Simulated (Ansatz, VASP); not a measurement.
## Cd: VASP beside Ansatz

```xyz
1
Lattice="-1.5198 1.5198 1.5198 1.5198 -1.5198 1.5198 1.5198 1.5198 -1.5198" Properties=species:S:1:pos:R:3 pbc="T T T"
Cd    0.0000    0.0000    0.0000
```

Change from the starting cell: volume scaled by 0.6, PAW files.

Alike in both runs: task single point; functional PBE; k mesh 17 × 17 × 17; occupations fermi-dirac, width 0.05 eV; no spin polarisation.

|  | VASP | Ansatz |
| --- | --- | --- |
| version | VASP 6.6.1 | Ansatz 0.2.0 |
| potentials or method | VASP PAW PBE potentials, release 64 (Cd) | PAW with Ansatz's default frozen-core files, scalar-relativistic |
| plane-wave cutoff (eV) | 520 | 420 |
| valence electrons in the cell | 12 | 20 |

|  | VASP | Ansatz | Ansatz less VASP |
| --- | --- | --- | --- |
| pressure (GPa) | 86.8 | 84.0 | -2.84 |

Both programs put the cell under a high pressure, so it lies far from rest at this level. The functional is the same, so the differences come from potentials, cutoffs and numerics. VASP's potentials hold 12 valence electrons a cell and Ansatz's 20, so a difference there can come from the potentials and not from the codes.

Noted on VASP's run: the cell as given lies far from equilibrium.
